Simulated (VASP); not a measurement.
# MgRh (P4mm) in VASP: notebook

MgRh is run at these levels: LDA; tasks: single point.

All numbers are computed with VASP 6.6.1; they aren't measurements. Logs are shortened: lines on timing, memory, paths and dates and some standing lists are left out, and cuts for length are marked.

## Step 1: The cell of the first run

It takes space group P4mm (No. 99, tetragonal). Conventional cell: a = 3.099 Å, b = 3.099 Å, c = 3.099 Å, α = 90.00°, β = 90.00°, γ = 90.00°. Mg (site symmetry 4mm) has 8 Rh at 2.43 to 3.00 Å and 6 Mg at 3.10 Å within 3.2 Å. Within 3.2 Å of Rh (site symmetry 4mm) lie 8 Mg at 2.43 to 3.00 Å and 6 Rh at 3.10 Å.

## Step 2: Single point, LDA (all Mg atoms moved -0.500 Å, as atom 1 along Cartesian [0 0 1])

INCAR reads:

```
PREC = Accurate
ENCUT = 520
EDIFF = 1E-6
ISMEAR = 0
SIGMA = 0.15
LREAL = F
LASPH = T
NELM = 60
ALGO = Fast
ISIF = 2
LWAVE = F
LCHARG = F
NBANDS = 16
```

KPOINTS reads:

```
regular mesh
0
Gamma
  16 16 16
```

POSCAR reads:

```
MgRh
1.0
    3.0992000000      0.0000000000      0.0000000000
    0.0000000000      3.0992000000      0.0000000000
    0.0000000000      0.0000000000      3.0992000000
Mg Rh
1 1
Direct
    0.0000000000      0.0000000000     -0.1613319566
    0.5000000000      0.5000000000      0.5000000000
```

Potentials or basis: VASP PAW LDA potentials, release 64 (Mg, Rh_pv).

Run with:

```
$ cat potpaw_LDA.64/Mg/POTCAR potpaw_LDA.64/Rh_pv/POTCAR > POTCAR
$ mpirun -np 1 vasp_std > vasp.out
```

OUTCAR:

```text
PREC = Accurate
   ENCUT = 520
   EDIFF = 1E-6
   ISMEAR = 0
   LREAL = F
   LASPH = T
   NELM = 60
   ISIF = 2

 ion  position               nearest neighbor table
   1  0.000  0.000  0.839-   2 2.43   2 2.43   2 2.43   2 2.43   2 3.00   2 3.00   2 3.00   2 3.00

   2  0.500  0.500  0.500-   1 2.43   1 2.43   1 2.43   1 2.43   1 3.00   1 3.00   1 3.00   1 3.00

  LATTYP: Found a simple cubic cell.
 ALAT       =     3.0992000000

  Lattice vectors:

 A1 = (   3.0992000000,   0.0000000000,   0.0000000000)
 A2 = (   0.0000000000,   3.0992000000,   0.0000000000)
 A3 = (   0.0000000000,   0.0000000000,   3.0992000000)

Analysis of symmetry for initial positions (statically):
=====================================================================
 Subroutine PRICEL returns:
 Original cell was already a primitive cell.

 Routine SETGRP: Setting up the symmetry group for a
 simple cubic supercell.

 Subroutine GETGRP returns: Found  8 space group operations
 (whereof  8 operations were pure point group operations)
 out of a pool of 48 trial point group operations.

The static configuration has the point symmetry C_4v.

Analysis of symmetry for dynamics (positions and initial velocities):
=====================================================================
 Subroutine PRICEL returns:
 Original cell was already a primitive cell.

 Routine SETGRP: Setting up the symmetry group for a
 simple cubic supercell.

 Subroutine GETGRP returns: Found  8 space group operations
 (whereof  8 operations were pure point group operations)
 out of a pool of 48 trial point group operations.

The dynamic configuration has the point symmetry C_4v.

 Subroutine INISYM returns: Found  8 space group operations
 (whereof  8 operations are pure point group operations),
 and found     1 'primitive' translations

----------------------------------------------------------------------------------------

                                     Primitive cell

  volume of cell :      29.7679

  direct lattice vectors                    reciprocal lattice vectors
     3.099200000  0.000000000  0.000000000     0.322663913  0.000000000  0.000000000
     0.000000000  3.099200000  0.000000000     0.000000000  0.322663913  0.000000000
     0.000000000  0.000000000  3.099200000     0.000000000  0.000000000  0.322663913

  length of vectors
     3.099200000  3.099200000  3.099200000     0.322663913  0.322663913  0.322663913

  position of ions in fractional coordinates (direct lattice)
     0.000000000  0.000000000  0.838668043
     0.500000000  0.500000000  0.500000000
[... 79 lines left out ...]
   EDIFFG = 0.1E-04   stopping-criterion for IOM
   NSW    =      0    number of steps for IOM
   IBRION =     -1    ionic relax: 0-MD 1-quasi-New 2-CG
   NFREE  =      0    steps in history (QN), initial steepest desc. (CG)
   ISIF   =      2    stress and relaxation
   ISYM   =      2    0-nonsym 1-usesym 2-fastsym
   POTIM  = 0.5000    time-step for ionic-motion
   TEBEG  =    0.0;   TEEND  =   0.0 temperature during run
   PSTRESS=    0.0 pullay stress
   NELECT =      17.0000    total number of electrons
   NUPDOWN=      -1.0000    fix difference up-down
   EMIN   =  10.00;   EMAX   =-10.00  energy-range for DOS
   EFERMI =   0.00;   METHOD = LEGACY
   ISMEAR =     0;   SIGMA  =   0.15  broadening in eV -4-tet -1-fermi 0-gaus
   EFERMI_NEDOS =   21; number of points for ismear=-14 and -15
   IALGO  =     68    algorithm
   IMIX   =      4    mixing-type and parameters
     AMIX     =   0.40;   BMIX     =  1.00
     AMIX_MAG =   1.60;   BMIX_MAG =  1.00
  volume/ion in A,a.u.               =      14.88       100.44
  Fermi-wavevector in a.u.,A,eV,Ry     =   1.358235  2.566692 25.100054  1.844802
  Thomas-Fermi vector in A             =   2.485085
   LORBIT       =      0    0 simple, 1 ext, 2 COOP (PROOUT), +10 PAW based schemes
   GGA     = CA    functional components
   LHFCALC =     F    Hartree Fock is set to
   AEXX    =    0.0000 exact exchange contribution
   IVDW    =     0    specifies the selected vdW correction
   LEPSILON=     F    determine dielectric tensor
   LRPA    =     F    only Hartree local field effects (RPA)
 non-spin polarized calculation
 RMM-DIIS sequential band-by-band and
 Gauss-broadening in eV      SIGMA  =   0.15
  energy-cutoff  :      520.00
  volume of cell :       29.77
 maximum number of plane-waves:       840
 NGX is ok and might be reduce to    24
   NGX = 11   NGY = 11   NGZ = 11

 number of electron      17.0000011 magnetization

 Free energy of the ion-electron system (eV)
  ---------------------------------------------------
  ext. energy  EPLUGINS =         0.00000000
  ---------------------------------------------------
  free energy    TOTEN  =       -10.84540224 eV

  energy without entropy =      -10.83251107  energy(sigma->0) =      -10.83895665

 E-fermi :   6.4632     XC(G=0): -11.9287

 val. band max:        6.4600394100   @ k =   0.1250   0.3750   0.3750
 cond. band min:       6.4677480637   @ k =   0.4375   0.4375   0.0625
 fundamental gap:      0.0077086537
 Fermi energy:         6.4631735780

 k-point     1 :       0.0000    0.0000    0.0000
  band No.  band energies     occupation
      1     -38.4855      2.00000
      2     -38.4855      2.00000
      3     -38.4086      2.00000
      4      -0.4352      2.00000
      5       3.3445      2.00000
      6       3.5915      2.00000
[... 433 lines left out ...]
      3     -38.4096      2.00000
      4       0.2440      2.00000
      5       3.5822      2.00000
      6       3.8156      2.00000
[... 8 lines left out ...]
     15      23.8597      0.00000
     16      24.8436      0.00000

 [... further k-points ...]

------------------------ aborting loop because EDIFF is reached ----------------------------------------

  FORCE on cell =-STRESS in cart. coord.  units (eV):
  Direction    XX          YY          ZZ          XY          YZ          ZX
  --------------------------------------------------------------------------------------
  -------------------------------------------------------------------------------------
  Total        1.3309861      1.3309861     -0.9871196      0.0000000      0.0000000      0.0000000
  in kB       71.6366540     71.6366540    -53.1289877      0.0000000      0.0000000      0.0000000
  external PRESSURE =      30.0481068 kB  Pullay stress =       0.0000000 kB

 VOLUME and BASIS-vectors are now :
 -----------------------------------------------------------------------------
  energy-cutoff  :      520.00
  volume of cell :       29.77
      direct lattice vectors                 reciprocal lattice vectors
     3.099200000  0.000000000  0.000000000     0.322663913  0.000000000  0.000000000
     0.000000000  3.099200000  0.000000000     0.000000000  0.322663913  0.000000000
     0.000000000  0.000000000  3.099200000     0.000000000  0.000000000  0.322663913

 POSITION                                       TOTAL-FORCE (eV/Angst)
 -----------------------------------------------------------------------------------
      0.00000      0.00000      2.59920         0.000000      0.000000      2.451847
      1.54960      1.54960      1.54960         0.000000      0.000000     -2.451847
 -----------------------------------------------------------------------------------
    total drift:                                0.000000     -0.000000      0.001174

  FREE ENERGIE OF THE ION-ELECTRON SYSTEM (eV)
  ---------------------------------------------------
  free  energy   TOTEN  =       -10.8454022398 eV

  energy  without entropy=      -10.8325110693  energy(sigma->0) =      -10.83895665
```

OSZICAR:

```text
N       E                     dE             d eps       ncg     rms          rms(c)
DAV:   1     0.127711111166E+03    0.12771E+03   -0.98010E+03 13184   0.102E+03
DAV:   2    -0.914637468658E+01   -0.13686E+03   -0.12981E+03 14768   0.299E+02
DAV:   3    -0.110905941570E+02   -0.19442E+01   -0.19403E+01 15728   0.393E+01
DAV:   4    -0.111019637362E+02   -0.11370E-01   -0.11369E-01 15312   0.306E+00
DAV:   5    -0.111021344118E+02   -0.17068E-03   -0.17068E-03 16184   0.381E-01    0.534E+00
RMM:   6    -0.109187034183E+02    0.18343E+00   -0.58838E-01 13414   0.628E+00    0.165E+00
RMM:   7    -0.108631436622E+02    0.55560E-01   -0.72908E-02 13506   0.209E+00    0.132E+00
RMM:   8    -0.108460032020E+02    0.17140E-01   -0.15068E-02 13468   0.920E-01    0.153E-01
RMM:   9    -0.108454534919E+02    0.54971E-03   -0.11234E-03 14499   0.327E-01    0.504E-02
RMM:  10    -0.108454013709E+02    0.52121E-04   -0.13757E-04 15364   0.116E-01    0.182E-02
RMM:  11    -0.108454021791E+02   -0.80821E-06   -0.27739E-05 17592   0.464E-02    0.518E-03
RMM:  12    -0.108454022398E+02   -0.60654E-07   -0.48810E-06 15476   0.215E-02
   1 F= -.10845402E+02 E0= -.10838957E+02  d E =-.128912E-01
```

stdout:

```text
POSCAR found type information on POSCAR MgRh
 POSCAR found :  2 types and       2 ions
 scaLAPACK will be used
 LDA part: xc-table for (Slater(with rela. corr.)+CA(PZ))
 , standard interpolation
 POSCAR, INCAR and KPOINTS ok, starting setup
 FFT: planning ... GRIDC
 FFT: planning ... GRID_SOFT
 FFT: planning ... GRID
 WAVECAR not read
 entering main loop
```

It took 58 s on 1 thread of Intel Xeon Platinum 8375C at 2.90GHz (Ice Lake), shared host; peak memory 0.3 GiB.

What came out:

```
Free energy   : -10.8454 eV
Pressure      : 3.0 GPa
Largest force : 2.452 eV/Å
```

Forces on the atoms (eV/Å):
```
Mg   0.000  0.000  2.452
Rh   0.000  0.000 -2.452
```

Caveat: the cell differs from its parent crystal (all Mg atoms moved -0.500 Å, as atom 1 along Cartesian [0 0 1]); forces of over 1 eV/Å act on the atoms, so gaps and moduli don't describe the material at rest.

## Step 3: Single point, LDA (all Mg atoms moved +0.375 Å, as atom 1 along Cartesian [0 0 1])

INCAR reads:

```
PREC = Accurate
ENCUT = 520
EDIFF = 1E-6
ISMEAR = 0
SIGMA = 0.15
LREAL = False
LASPH = True
NELM = 80
ALGO = Fast
ISIF = 2
LWAVE = False
LCHARG = False
GGA = CA
NBANDS = 16
```

KPOINTS reads:

```
Automatic mesh
0
Gamma
  16 16 16
```

Changes to POSCAR since step 2:

```diff
@@ -8,3 +8,3 @@
 Direct
-    0.0000000000      0.0000000000     -0.1613319566
+    0.0000000000      0.0000000000      0.1209989675
     0.5000000000      0.5000000000      0.5000000000
```

Potentials or basis: VASP PAW LDA potentials, release 64 (Mg, Rh_pv).

Run with:

```
$ cat potpaw_LDA.64/Mg/POTCAR potpaw_LDA.64/Rh_pv/POTCAR > POTCAR
$ mpirun -np 1 vasp_std > vasp.out
```

Wall time 54 s (1 thread of Intel Xeon Platinum 8375C at 2.90GHz (Ice Lake), shared host); peak memory 0.29 GiB.

The run converged. Its results:

- Free energy: -11.1184 eV
- Pressure: -1.0 GPa
- Largest force: 1.901 eV/Å

Forces on the atoms (eV/Å):
```
Mg   0.000  0.000 -1.901
Rh   0.000  0.000  1.901
```

Stress tensor (GPa, compression positive):
```
 1.28  0.00  0.00
 0.00  1.28  0.00
 0.00  0.00 -5.56
```

Levels at points of the mesh, in eV from the Fermi level:
```csv
k point,band 6,band 7,band 8,band 9,band 10,band 11,band 12,band 13
"(0.00, 0.00, 0.00)",-2.89,-0.31,-0.16,-0.16,8.14,8.35,8.35,11.75
"(0.50, 0.00, 0.00)",-2.47,-1.35,-1.21,-0.06,1.65,9.60,11.88,12.27
"(0.00, 0.00, 0.50)",-2.48,-1.19,-1.19,-0.17,1.78,9.60,11.69,11.69
"(0.50, 0.50, 0.00)",-1.07,-1.07,0.64,0.84,0.84,4.43,7.08,14.25
"(0.00, 0.50, 0.50)",-1.19,-1.05,0.65,0.80,0.90,4.61,7.15,14.41
"(0.50, 0.50, 0.50)",-3.03,0.70,0.73,4.51,4.51,4.78,6.61,9.25
```

Caveat: the cell differs from its parent crystal (all Mg atoms moved +0.375 Å, as atom 1 along Cartesian [0 0 1]); forces of over 1 eV/Å act on the atoms, so gaps and moduli don't describe the material at rest.
